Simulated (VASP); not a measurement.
# Nb (Im-3m) in VASP: notebook

Runs on Nb. Level: r2SCAN. Tasks: single point, relaxation of cell and atoms.

Program: VASP 6.6.1. These are calculated values, not measurements. Logs are shortened: lines on timing, memory, paths and dates and some standing lists are left out, and cuts for length are marked.

## 1. The cell of the first run

Symmetry: Im-3m, No. 229, cubic system. Conventional cell: a = 3.302 Å, b = 3.302 Å, c = 3.302 Å, α = 90.00°, β = 90.00°, γ = 90.00°. Nb (site symmetry m-3m) has 14 Nb at 2.86 to 3.30 Å within 3.8 Å.

## 2. Single point, r2SCAN

POSCAR reads:

```
Nb
1.0
   -1.6511317431      1.6511317431      1.6511317431
    1.6511317431     -1.6511317431      1.6511317431
    1.6511317431      1.6511317431     -1.6511317431
Nb
1
Direct
    0.0000000000      0.0000000000      0.0000000000
```

INCAR.step1 reads:

```
SYSTEM = Nb
PREC = Accurate
ENCUT = 520
ISMEAR = -1
SIGMA = 0.1
LREAL = .FALSE.
LASPH = .TRUE.
NELM = 100
NBANDS = 12
GGA = PE
ALGO = Normal
EDIFF = 1E-4
LWAVE = .TRUE.
LCHARG = .FALSE.
```

INCAR.step2 reads:

```
SYSTEM = Nb
PREC = Accurate
ENCUT = 520
EDIFF = 1E-6
ISMEAR = -1
SIGMA = 0.1
LREAL = .FALSE.
LASPH = .TRUE.
NELM = 100
ALGO = Normal
ISIF = 2
LWAVE = .FALSE.
LCHARG = .FALSE.
METAGGA = R2SCAN
LMIXTAU = .TRUE.
NBANDS = 12
ISTART = 1
```

KPOINTS reads:

```
Automatic mesh
0
G
  13 13 13
  0 0 0
```

Potentials or basis: VASP PAW PBE potentials, release 64 (Nb_sv).

On the command line:

```bash
$ cat potpaw_PBE.64/Nb_sv/POTCAR > POTCAR
$ cp INCAR.step1 INCAR
$ mpirun -np 1 vasp_std > vasp.out
$ cp INCAR.step2 INCAR
$ mpirun -np 1 vasp_std > vasp.out
```

OUTCAR:

```text
SYSTEM = Nb
   PREC = Accurate
   ENCUT = 520
   EDIFF = 1E-6
   ISMEAR = -1
   LREAL = .FALSE.
   LASPH = .TRUE.
   NELM = 100
   ISIF = 2
   METAGGA = R2SCAN
   ISTART = 1

 ion  position               nearest neighbor table
   1  0.000  0.000  0.000-

  LATTYP: Found a body centered cubic cell.
 ALAT       =     3.3022634862

  Lattice vectors:

 A1 = (  -1.6511317431,   1.6511317431,   1.6511317431)
 A2 = (   1.6511317431,  -1.6511317431,   1.6511317431)
 A3 = (   1.6511317431,   1.6511317431,  -1.6511317431)

Analysis of symmetry for initial positions (statically):
=====================================================================
 Subroutine PRICEL returns:
 Original cell was already a primitive cell.

 Routine SETGRP: Setting up the symmetry group for a
 body centered cubic supercell.

 Subroutine GETGRP returns: Found 48 space group operations
[... 9 lines left out ...]

 Routine SETGRP: Setting up the symmetry group for a
 body centered cubic supercell.

 Subroutine GETGRP returns: Found 48 space group operations
[... 11 lines left out ...]
                                     Primitive cell

  volume of cell :      18.0055

  direct lattice vectors                    reciprocal lattice vectors
    -1.651131743  1.651131743  1.651131743     0.000000000  0.302822596  0.302822596
     1.651131743 -1.651131743  1.651131743     0.302822596  0.000000000  0.302822596
     1.651131743  1.651131743 -1.651131743     0.302822596  0.302822596  0.000000000

  length of vectors
     2.859844069  2.859844069  2.859844069     0.428255822  0.428255822  0.428255822

  position of ions in fractional coordinates (direct lattice)
     0.000000000  0.000000000  0.000000000

  ion indices of the primitive-cell ions
   primitive index   ion index
                 1           1

----------------------------------------------------------------------------------------

 KPOINTS: Automatic mesh

Automatic generation of k-mesh.
 Grid dimensions read from file:
 generate k-points for:   13   13   13

 Generating k-lattice:

  Cartesian coordinates                     Fractional coordinates (reciprocal lattice)
     0.000000000  0.023294046  0.023294046     0.076923077  0.000000000  0.000000000
     0.023294046  0.000000000  0.023294046     0.000000000  0.076923077  0.000000000
     0.023294046  0.023294046  0.000000000     0.000000000  0.000000000  0.076923077

  Length of vectors
     0.032942756  0.032942756  0.032942756

  Shift w.r.t. Gamma in fractional coordinates (k-lattice)
     0.000000000  0.000000000  0.000000000

 Subroutine IBZKPT returns following result:
 ===========================================

 Found     84 irreducible k-points:

 Following reciprocal coordinates:
            Coordinates               Weight
  0.000000  0.000000  0.000000      1.000000
  0.076923  0.000000  0.000000     12.000000
  0.153846  0.000000  0.000000     12.000000
  0.230769  0.000000  0.000000     12.000000
  0.307692  0.000000  0.000000     12.000000
  0.384615  0.000000  0.000000     12.000000
[... 16 lines left out ...]
  0.153846  0.076923  0.076923     24.000000
  0.230769  0.076923  0.076923     24.000000
 [... further k-points ...]
   k-points           NKPTS =     84   k-points in BZ     NKDIM =     84   number of bands    NBANDS=     12
   number of dos      NEDOS =    301   number of ions     NIONS =      1
   total plane-waves  NPLWV =  13824
   dimension x,y,z NGX =    24 NGY =   24 NGZ =   24
   dimension x,y,z NGXF=    48 NGYF=   48 NGZF=   48
   ions per type =               1
   NGX,Y,Z   is equivalent  to a cutoff of  13.95, 13.95, 13.95 a.u.
   NGXF,Y,Z  is equivalent  to a cutoff of  27.90, 27.90, 27.90 a.u.
 SYSTEM =  Nb
   PREC   = accura    normal or accurate (medium, high low for compatibility)
   ISTART =      1    job   : 0-new  1-cont  2-samecut
   ICHARG =      0    charge: 1-file 2-atom 10-const
   ISPIN  =      1    spin polarized calculation?
   LNONCOLLINEAR =      F non collinear calculations
   LSORBIT =      F    spin-orbit coupling
   LASPH  =      T    aspherical Exc in radial PAW
   ENCUT  =  520.0 eV  38.22 Ry    6.18 a.u.   5.32  5.32  5.32*2*pi/ulx,y,z
   NELM   =    100;   NELMIN=  2; NELMDL=  0     # of ELM steps
   EDIFF  = 0.1E-05   stopping-criterion for ELM
   LREAL  =      F    real-space projection
   EDIFFG = 0.1E-04   stopping-criterion for IOM
   NSW    =      0    number of steps for IOM
   IBRION =     -1    ionic relax: 0-MD 1-quasi-New 2-CG
   NFREE  =      0    steps in history (QN), initial steepest desc. (CG)
   ISIF   =      2    stress and relaxation
   ISYM   =      2    0-nonsym 1-usesym 2-fastsym
   POTIM  = 0.5000    time-step for ionic-motion
   TEBEG  =    0.0;   TEEND  =   0.0 temperature during run
   PSTRESS=    0.0 pullay stress
   NELECT =      13.0000    total number of electrons
   NUPDOWN=      -1.0000    fix difference up-down
   EMIN   =  10.00;   EMAX   =-10.00  energy-range for DOS
   EFERMI =   0.00;   METHOD = LEGACY
   ISMEAR =    -1;   SIGMA  =   0.10  broadening in eV -4-tet -1-fermi 0-gaus
   EFERMI_NEDOS =   21; number of points for ismear=-14 and -15
   IALGO  =     38    algorithm
   IMIX   =      4    mixing-type and parameters
     AMIX     =   0.40;   BMIX     =  1.00
     AMIX_MAG =   1.60;   BMIX_MAG =  1.00
  volume/ion in A,a.u.               =      18.01       121.51
  Fermi-wavevector in a.u.,A,eV,Ry     =   1.468659  2.775363 29.347202  2.156958
  Thomas-Fermi vector in A             =   2.584130
   LORBIT       =      0    0 simple, 1 ext, 2 COOP (PROOUT), +10 PAW based schemes
   METAGGA = R2SCAN    functional components
   LHFCALC =     F    Hartree Fock is set to
   AEXX    =    0.0000 exact exchange contribution
   IVDW    =     0    specifies the selected vdW correction
   LEPSILON=     F    determine dielectric tensor
   LRPA    =     F    only Hartree local field effects (RPA)
 non-spin polarized calculation
  energy-cutoff  :      520.00
  volume of cell :       18.01
 maximum number of plane-waves:       493
 NGX is ok and might be reduce to    24
   NGX = 11   NGY = 11   NGZ = 11

 number of electron      13.0000000 magnetization

 Free energy of the ion-electron system (eV)
  ---------------------------------------------------
  ext. energy  EPLUGINS =         0.00000000
  ---------------------------------------------------
  free energy    TOTEN  =       -24.86858983 eV

  energy without entropy =      -24.82455599  energy(sigma->0) =      -24.84657291

 E-fermi :  11.1683     XC(G=0): -13.6273

 val. band max:       11.1094108097   @ k =  -0.1538   0.2308   0.0769
 cond. band min:      11.2167783653   @ k =   0.0769   0.0769   0.0000
 fundamental gap:      0.1073675555
 Fermi energy:        11.1683022380

 k-point     1 :       0.0000    0.0000    0.0000
  band No.  band energies     occupation
      1     -45.0026      2.00000
      2     -19.5419      2.00000
      3     -19.5419      2.00000
      4     -19.5419      2.00000
      5       4.8556      2.00000
      6      11.5898      0.02912
      7      11.5898      0.02912
      8      11.5898      0.02912
      9      14.7157      0.00000
     10      14.7157      0.00000
     11      26.0210      0.00000
     12      26.0210      0.00000

 k-point     2 :       0.0769    0.0000    0.0000
  band No.  band energies     occupation
      1     -44.9875      2.00000
      2     -19.6317      2.00000
      3     -19.5688      2.00000
      4     -19.5427      2.00000
      5       5.1107      2.00000
      6      11.4304      0.13565
      7      11.5453      0.04504
      8      11.8328      0.00260
      9      14.4775      0.00000
     10      14.7147      0.00000
     11      26.2259      0.00000
     12      26.4646      0.00000

 k-point     3 :       0.1538    0.0000    0.0000
  band No.  band energies     occupation
      1     -44.9455      2.00000
      2     -19.8755      2.00000
      3     -19.6427      2.00000
      4     -19.5449      2.00000
      5       5.8086      2.00000
      6      11.0204      1.62896
      7      11.3448      0.29229
      8      12.5440      0.00000
      9      14.1172      0.00000
     10      14.7358      0.00000
     11      26.5991      0.00000
     12      27.7247      0.00000

 k-point     4 :       0.2308    0.0000    0.0000
  band No.  band energies     occupation
      1     -44.8856      2.00000
      2     -20.2082      2.00000
      3     -19.7452      2.00000
      4     -19.5480      2.00000
      5       6.7049      2.00000
      6      10.5052      1.99737
      7      11.0652      1.47422
      8      13.6662      0.00000
      9      14.0969      0.00000
     10      14.8266      0.00000
     11      26.3804      0.00000
     12      28.0111      0.00000

 k-point     5 :       0.3077    0.0000    0.0000
  band No.  band energies     occupation
      1     -44.8213      2.00000
      2     -20.5486      2.00000
      3     -19.8520      2.00000
      4     -19.5514      2.00000
      5       7.3083      2.00000
      6      10.0193      1.99998
      7      11.2746      0.51364
      8      14.3701      0.00000
      9      15.0109      0.00000
     10      15.0854      0.00000
     11      25.3025      0.00000
     12      26.7778      0.00000
[... 228 lines left out ...]
      1     -44.7017      2.00000
      2     -20.6511      2.00000
      3     -20.4281      2.00000
      4     -19.7215      2.00000
      5       8.8326      2.00000
      6       9.9209      1.99999
      7      10.5317      1.99657
      8      14.8863      0.00000
      9      15.3820      0.00000
     10      21.5249      0.00000
     11      22.2035      0.00000
     12      23.7051      0.00000

 k-point    22 :       0.0769    0.0769    0.0769
  band No.  band energies     occupation
      1     -44.9207      2.00000
      2     -20.0383      2.00000
      3     -19.6052      2.00000
      4     -19.6052      2.00000
      5       6.2410      2.00000
      6      10.8322      1.93291
      7      10.8322      1.93291
      8      13.3203      0.00000
      9      14.4516      0.00000
     10      14.4516      0.00000
     11      27.0334      0.00000
     12      27.8581      0.00000

 k-point    23 :       0.1538    0.0769    0.0769
  band No.  band energies     occupation
      1     -44.8664      2.00000
      2     -20.3151      2.00000
      3     -19.7160      2.00000
      4     -19.6147      2.00000
      5       7.1394      2.00000
      6      10.3165      1.99960
      7      10.4748      1.99806
      8      14.3346      0.00000
      9      14.6335      0.00000
     10      14.7712      0.00000
     11      27.0314      0.00000
     12      27.8163      0.00000

 k-point    24 :       0.2308    0.0769    0.0769
  band No.  band energies     occupation
      1     -44.8082      2.00000
      2     -20.5794      2.00000
      3     -19.8548      2.00000
      4     -19.6250      2.00000
      5       7.8160      2.00000
      6       9.8799      1.99999
      7      10.5834      1.99425
      8      14.4978      0.00000
      9      15.0562      0.00000
     10      16.1655      0.00000
     11      25.8163      0.00000
     12      26.5955      0.00000

 [... further k-points ...]

------------------------ aborting loop because EDIFF is reached ----------------------------------------

  FORCE on cell =-STRESS in cart. coord.  units (eV):
  Direction    XX          YY          ZZ          XY          YZ          ZX
  --------------------------------------------------------------------------------------
  -------------------------------------------------------------------------------------
  Total       -0.0191440     -0.0191440     -0.0191440     -0.0000000     -0.0000000     -0.0000000
  in kB       -1.7034870     -1.7034870     -1.7034870     -0.0000000     -0.0000000     -0.0000000
  external PRESSURE =      -1.7034870 kB  Pullay stress =       0.0000000 kB

 VOLUME and BASIS-vectors are now :
 -----------------------------------------------------------------------------
  energy-cutoff  :      520.00
  volume of cell :       18.01
      direct lattice vectors                 reciprocal lattice vectors
    -1.651131743  1.651131743  1.651131743     0.000000000  0.302822596  0.302822596
     1.651131743 -1.651131743  1.651131743     0.302822596  0.000000000  0.302822596
     1.651131743  1.651131743 -1.651131743     0.302822596  0.302822596  0.000000000

 POSITION                                       TOTAL-FORCE (eV/Angst)
 -----------------------------------------------------------------------------------
      0.00000      0.00000      0.00000        -0.000000      0.000000     -0.000000
 -----------------------------------------------------------------------------------
    total drift:                                0.000000      0.000000      0.000000

  FREE ENERGIE OF THE ION-ELECTRON SYSTEM (eV)
  ---------------------------------------------------
  free  energy   TOTEN  =       -24.8685898280 eV

  energy  without entropy=      -24.8245559864  energy(sigma->0) =      -24.84657291
```

Wall time 69 s (1 thread of Intel Xeon 8259CL, shared host); peak memory 0.15 GiB.

What came out:

* Free energy: -24.8686 eV
* Pressure: -0.2 GPa

Caveat: the PAW data sets were made with another functional, which shifts forces and pressure a little.

## 3. Relaxation of cell and atoms, r2SCAN

POSCAR reads:

```
Nb
1.0
   -1.6502000000      1.6502000000      1.6502000000
    1.6502000000     -1.6502000000      1.6502000000
    1.6502000000      1.6502000000     -1.6502000000
Nb
1
Direct
    0.0000000000      0.0000000000      0.0000000000
```

INCAR.step1 reads:

```
PREC = Accurate
ENCUT = 600
ISMEAR = -1
SIGMA = 0.1
LREAL = False
LASPH = True
NELM = 100
GGA = PE
ALGO = Normal
EDIFF = 1E-4
LWAVE = True
LCHARG = False
```

INCAR.step2 reads:

```
PREC = Accurate
ENCUT = 600
EDIFF = 1E-7
ISMEAR = -1
SIGMA = 0.1
LREAL = False
LASPH = True
NELM = 100
ALGO = Normal
ISIF = 3
LWAVE = False
LCHARG = False
METAGGA = R2SCAN
LMIXTAU = True
IBRION = 2
NSW = 80
EDIFFG = -0.01
ISTART = 1
```

KPOINTS reads:

```
Automatic mesh
0
Gamma
  13 13 13
```

Potentials or basis: VASP PAW PBE potentials, release 64 (Nb_sv).

On the command line:

```bash
$ cat potpaw_PBE.64/Nb_sv/POTCAR > POTCAR
$ cp INCAR.step1 INCAR
$ mpirun -np 1 vasp_std > vasp.out
$ cp INCAR.step2 INCAR
$ mpirun -np 1 vasp_std > vasp.out
```

Run time: 3.5 min. Hardware: 1 thread of Intel Xeon 8259CL, shared host; peak memory 0.16 GiB.

It converged, with:

| Property | Result |
| --- | --- |
| Free energy | -24.8672 eV |
| Relaxed volume | 17.99 Å³/atom |
| Relaxed cell | a = 2.859 Å, b = 2.859 Å, c = 2.859 Å, α = 109.47°, β = 109.47°, γ = 109.47° |
| Space group after relaxing (to 0.05 Å) | Im-3m (No. 229) |
| Energy gained by relaxing | 0.0 meV/atom |
| Ionic steps | 3 |
| Pressure after relaxing | 0.0 GPa |

Final structure:
```xyz
1
Lattice="-1.6507 1.6507 1.6507 1.6507 -1.6507 1.6507 1.6507 1.6507 -1.6507" Properties=species:S:1:pos:R:3 pbc="T T T"
Nb    0.0000    0.0000    0.0000
```

Levels at points of the mesh, in eV from the Fermi level:
| k point | band 2 | band 3 | band 4 | band 5 | band 6 | band 7 | band 8 | band 9 | band 10 |
| --- | --- | --- | --- | --- | --- | --- | --- | --- | --- |
| (0.00, 0.00, 0.00) | -30.71 | -30.71 | -30.71 | -6.31 | 0.42 | 0.42 | 0.42 | 3.55 | 3.55 |

Caveat: the PAW data sets were made with another functional, which shifts forces and pressure a little.
